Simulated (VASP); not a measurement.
Set up this calculation in VASP 6.6.1, as the native input.

```yaml
Task: single point
Functional: LDA
Potentials_or_basis: VASP PAW LDA potentials, release 64 (Hg, Ti_sv, S)
Cutoff: 500 eV
k_mesh: 4 × 4 × 4
Occupations: gaussian, width 0.05 eV
Spin: no spin polarisation
Dipole_correction: no
Further_INCAR_settings: ALGO = Normal; EDIFF = 1e-06; NBANDS = 29
```

The structure of TiHgS3 lies in POSCAR:

```
TiHgS3
1.0
    4.9000000000      0.0000000000      0.0000000000
    0.0000000000      4.9000000000      0.0000000000
    0.0000000000      0.0000000000      4.9000000000
Hg Ti S
1 1 3
Direct
    0.0000000000      0.0000000000      0.0000000000
    0.5000000000      0.5000000000      0.5000000000
    0.5000000000      0.5000000000      0.0000000000
    0.5000000000      0.0000000000      0.5000000000
    0.0000000000      0.5000000000      0.5000000000
```

The input as run:

INCAR

```
PREC = Accurate
ENCUT = 500
EDIFF = 1E-6
ISMEAR = 0
SIGMA = 0.05
LREAL = False
LASPH = True
NELM = 120
ALGO = Normal
ISIF = 2
LWAVE = False
LCHARG = False
NBANDS = 29
GGA_COMPAT = False
```

KPOINTS

```
Automatic mesh
0
Gamma
  4 4 4
```

Potentials or basis: VASP PAW LDA potentials, release 64 (Hg, Ti_sv, S).

Launch:

```console
$ cat potpaw_LDA.64/Hg/POTCAR potpaw_LDA.64/Ti_sv/POTCAR potpaw_LDA.64/S/POTCAR > POTCAR
$ mpirun -np 1 vasp_std > vasp.out
```

Results of the run:

```yaml
Pressure: -9.8 GPa
Band_gap_on_the_k_mesh: zero (bands 21 and 22 overlap by 0.70 eV)
```

Caveat: the cell stands under tension; spin-orbit coupling is left out, which moves the levels of the heavy elements.

It took 12 s on 1 thread of Intel(R) Xeon(R) 6975P-C (Granite Rapids), with other jobs on the host, peak memory 0.19 GiB.
